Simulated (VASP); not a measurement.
Here is a VASP 6.6.1 calculation.

Contents of INCAR:

```
SYSTEM = TiAl3
ALGO = Normal
EDIFF = 1E-6
ENCUT = 500
GGA_COMPAT = .False.
ISIF = 2
ISMEAR = 0
LASPH = .True.
LCHARG = .True.
LELF = .True.
LREAL = .False.
LVHAR = .True.
LWAVE = .False.
NBANDS = 18
NELM = 120
PREC = Accurate
SIGMA = 0.05
```

File KPOINTS:

```
k-points
0
Gamma
  6 6 6
  0 0 0
```

Contents of POSCAR:

```
TiAl3
1.0
    3.9556710000      0.0000000000      0.0000000000
    0.0000000000      3.9556710000      0.0000000000
    0.0000000000      0.0000000000      3.9556710000
Ti Al
1 3
Direct
    0.0000000000      0.0000000000      0.0000000000
    0.5000000000      0.5000000000      0.0000000000
    0.5000000000      0.0000000000      0.5000000000
    0.0000000000      0.5000000000      0.5000000000
```

Potentials or basis: VASP PAW LDA potentials, release 64 (Ti_sv, Al).

Launch:

```bash
$ cat potpaw_LDA.64/Ti_sv/POTCAR potpaw_LDA.64/Al/POTCAR > POTCAR
$ mpirun -np 1 vasp_std > vasp.out
```

(1) What does it give for the pressure?

## Answers

(1) -3.5 GPa.
